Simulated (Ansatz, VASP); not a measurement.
SnO2: VASP beside Ansatz

```
Sn O
1.0
     4.71241    0.00000    0.00000
     0.00000    4.71241    0.00000
     0.00000    0.00000    3.16784
Sn O
2 4
Direct
  0.00000 0.00000 0.00000
  0.50000 0.50000 0.50000
  0.30588 0.30588 0.00000
  0.19412 0.80588 0.50000
  0.69412 0.69412 0.00000
  0.80588 0.19412 0.50000
```

Alike in both runs: task single point; functional r2SCAN; k mesh 4 × 4 × 6; no spin polarisation.

```csv
,VASP,Ansatz
version,VASP 6.6.1,Ansatz 0.2.0
potentials or method,"VASP PAW PBE potentials, release 64 (Sn_d, O)","plane waves, PAW"
plane-wave cutoff (eV),520,500
occupations,"gaussian, width 0.01 eV",fixed
valence electrons in the cell,52,52
```

```tsv
	VASP	Ansatz	Ansatz less VASP
gap on the k mesh at the Fermi level (eV)	2.17	2.14	-0.030
pressure (GPa)	8.3	7.1	-1.24
traceless stress, the component that is largest in VASP (GPa)	1.74	1.34	-0.397
rms of the force components (eV/Å)	0.066	0.051	-0.0143
```

VASP's potentials were made for PBE, not for r2SCAN. Atom by atom the forces differ by 0.014 eV/Å (rms over components).
